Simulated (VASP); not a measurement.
Write the native input for VASP 6.6.1 that does the following.

```
Task                   : single point
Functional             : PBEsol
Potentials or basis    : VASP PAW PBE potentials, release 64 (F)
Cutoff                 : 520 eV
k mesh                 : 4 × 4 × 2
Occupations            : gaussian, width 0.05 eV
Spin                   : no spin polarisation
Dipole correction      : no
Further INCAR settings : ALGO = Normal; EDIFF = 1e-06; NBANDS = 22
```

The structure of F lies in POSCAR:

```
F
1.0
    2.9801222909     -1.7127784174     -0.2298527401
    2.9801222909      1.7127784174     -0.2298527401
   -2.2408243099      0.0000000000      6.8592084052
F
4
Direct
    0.0848459664      0.0848459664      0.0940038325
    0.9151540336      0.9151540336      0.9059961675
    0.5015719855      0.5015719855      0.5937195244
    0.4984280145      0.4984280145      0.4062804756
```

These files were run (other wordings do the same):

INCAR

```
SYSTEM = F
  ALGO = Normal
  EDIFF = 1E-6
  ENCUT = 520
  GGA = PS
  ISIF = 2
  ISMEAR = 0
  LASPH = .True.
  LCHARG = .False.
  LREAL = .False.
  LWAVE = .False.
  NBANDS = 22
  NELM = 60
  PREC = Accurate
  SIGMA = 0.05
```

KPOINTS

```
k-points
0
Gamma
  4 4 2
  0 0 0
```

Potentials or basis: VASP PAW PBE potentials, release 64 (F).

Run with:

```sh
$ cat potpaw_PBE.64/F/POTCAR > POTCAR
$ mpirun -np 1 vasp_std > vasp.out
```

Results of the run:

The pressure is 6.0 GPa. The largest force is 2.964 eV/Å. The band gap on the k mesh is 3.63 eV, indirect (least direct gap 3.74 eV).

Caveat: the k points lie up to 0.54 Å⁻¹ apart; the PAW data sets were made with another functional, which shifts forces and pressure a little.

Run time: 8.6 s on 1 thread of Intel(R) Xeon(R) 6975P-C (Granite Rapids) (shared host), peak memory 0.18 GiB.
